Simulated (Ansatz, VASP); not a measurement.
## Mg: VASP beside Ansatz

File INCAR:

```
SYSTEM = Mg
ALGO = Normal
EDIFF = 1E-7
EDIFFG = -0.01
ENCUT = 600
GGA = RE
IBRION = 2
ISIF = 3
ISMEAR = -1
IVDW = 12
LASPH = .TRUE.
LCHARG = .FALSE.
LREAL = .FALSE.
LWAVE = .FALSE.
NELM = 60
NSW = 60
PREC = Accurate
SIGMA = 0.05
```

File KPOINTS:

```
k-points
0
G
  10 10 3
  0 0 0
```

The input POSCAR:

```
Mg
1.0
    3.1768261656      0.0000000000      0.0000000000
   -1.5884130828      2.7512121628      0.0000000000
    0.0000000000      0.0000000000     10.3188620100
Mg
4
Direct
    0.6666666667      0.3333333333      0.7500000000
    0.0000000000      0.0000000000      0.5000000000
    0.3333333333      0.6666666667      0.2500000000
    0.0000000000      0.0000000000      0.0000000000
```

File input.yaml:

```yaml
crystal:
  lattice:
    - [3.1768261656, 0.0, 0.0]
    - [-1.5884130828, 2.7512121628, 0.0]
    - [0.0, 0.0, 10.31886201]
  atoms:
    - { symbol: Mg, position: [0.6666666667, 0.3333333333, 0.75] }
    - { symbol: Mg, position: [0.0, 0.0, 0.5] }
    - { symbol: Mg, position: [0.3333333333, 0.6666666667, 0.25] }
    - { symbol: Mg, position: [0.0, 0.0, 0.0] }
hamiltonian:
  xc: revpbe
  pseudopotentials: { kind: paw }
  dispersion: d3bj
kpoints:
  mp_grid: { grid: [10, 10, 3] }
scf:
  occupations: { method: fermi_dirac, width: 0.05 }
output:
  forces: true
  stress: true
relax:
  f_tol: 0.01
  max_steps: 40
  cell: { stress_tol: 0.05 }
```

Alike in both runs: task relaxation of cell and atoms; functional revPBE; dispersion D3(BJ); k mesh 10 × 10 × 3; occupations fermi-dirac, width 0.05 eV; no spin polarisation.

|  | VASP | Ansatz |
| --- | --- | --- |
| version | VASP 6.6.1 | Ansatz 0.2.0 |
| potentials or method | VASP PAW PBE potentials, release 64 (Mg) | Ansatz PAW |
| plane-wave cutoff (eV) | 600 | 420 |
| valence electrons in the cell | 8 | 40 |

```csv
,VASP,Ansatz,Ansatz less VASP
relaxed volume (Å³/atom),21.25,21.34,+0.095
relaxed cell length with the largest relative difference (Å),3.100,3.105,+0.0049
```

VASP's potentials were made for PBE, not for revPBE. VASP's potentials hold 8 valence electrons a cell and Ansatz's 40, so a difference there can come from the potentials and not from the codes.

Noted on Ansatz's run: the plane-wave basis is chosen anew once the cell has moved, so the energies of steps on either side of that aren't comparable.
